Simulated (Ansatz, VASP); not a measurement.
**Two plane-wave programs on NaH**

```xyz
2
Lattice="0.0000 2.5203 2.5203 2.5203 0.0000 2.5203 2.5203 2.5203 0.0000" Properties=species:S:1:pos:R:3 pbc="T T T"
Na    0.0000    0.0000    0.0000
H     2.5203    2.5203    2.5203
```

Change from the starting cell: hydrostatic strain +5.1%.

Alike in both runs: task single point; functional HSE06; k mesh 6 × 6 × 6; no spin polarisation.

```csv
,VASP,Ansatz
version,VASP 6.6.1,Ansatz 0.2.0
potentials or method,"VASP PAW PBE potentials, release 64 (Na_pv, H)","plane waves, PAW"
plane-wave cutoff (eV),520,420
occupations,"gaussian, width 0.01 eV",fixed
valence electrons in the cell,8,10
```

|  | VASP | Ansatz | Ansatz less VASP |
| --- | --- | --- | --- |
| gap on the k mesh at the Fermi level (eV) | 4.59 | 4.60 | +0.004 |
| pressure (GPa) | -2.7 | -2.6 | 0.00 |

VASP's potentials hold 8 valence electrons a cell and Ansatz's 10, so a difference there can come from the potentials and not from the codes. Ansatz's warnings: stress exchange threshold loose, stress scf threshold loose.
